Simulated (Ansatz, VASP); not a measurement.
**One calculation of AlCu3, two programs**

File INCAR:

```
PREC = Accurate
ENCUT = 520
EDIFF = 1E-6
ISMEAR = -1
SIGMA = 0.15
LREAL = False
LASPH = True
NELM = 80
ALGO = Normal
ISIF = 2
LWAVE = False
LCHARG = False
GGA = PS
NBANDS = 26
```

KPOINTS

```
regular mesh
0
Gamma
  12 12 12
```

File POSCAR:

```
AlCu3
1.0
    3.6080409615      0.0000000000      0.0000000000
    0.0000000000      3.6080409615      0.0000000000
    0.0000000000      0.0000000000      3.6080409615
Al Cu
1 3
Direct
    0.0000000000      0.0000000000      0.0000000000
    0.5000000000      0.5000000000      0.0000000000
    0.5000000000      0.0000000000      0.5000000000
    0.0000000000      0.5000000000      0.5000000000
```

Input for Ansatz:

```yaml
crystal:
  lattice:
    - [3.6080409615, 0.0, 0.0]
    - [0.0, 3.6080409615, 0.0]
    - [0.0, 0.0, 3.6080409615]
  atoms:
    - { symbol: Al, position: [0.0, 0.0, 0.0] }
    - { symbol: Cu, position: [0.5, 0.5, 0.0] }
    - { symbol: Cu, position: [0.5, 0.0, 0.5] }
    - { symbol: Cu, position: [0.0, 0.5, 0.5] }
basis:
  ecutwfc: 420
kpoints:
  mp_grid: { grid: [12, 12, 12] }
hamiltonian:
  xc: pbesol
scf:
  occupations: { method: fermi_dirac, width: 0.15 }
output:
  forces: true
  stress: true
  eigenvalues: true
  write_density: true
  write_potential: true
  elf: true
  volumetric_format: npy
```

Alike in both runs: task single point; functional PBEsol; k mesh 12 × 12 × 12; occupations fermi-dirac, width 0.15 eV; no spin polarisation.

```csv
,VASP,Ansatz
version,VASP 6.6.1,Ansatz 0.2.0
potentials or method,"VASP PAW PBE potentials, release 64 (Al, Cu), cutoff 520 eV","scalar-relativistic, plane waves, PAW"
valence electrons in the cell,36,60
```

Ansatz gave:

* gap on the k mesh at the Fermi level (eV): none
* pressure (GPa): 3.2

What did VASP give for the same quantities?

gap on the k mesh at the Fermi level (eV): none; pressure (GPa): 3.7.

VASP's potentials were made for PBE, not for PBEsol. A gap of «none» marks a metal or a gap that the smearing closes. VASP's potentials hold 36 valence electrons a cell and Ansatz's 60, so a difference there can come from the potentials and not from the codes.
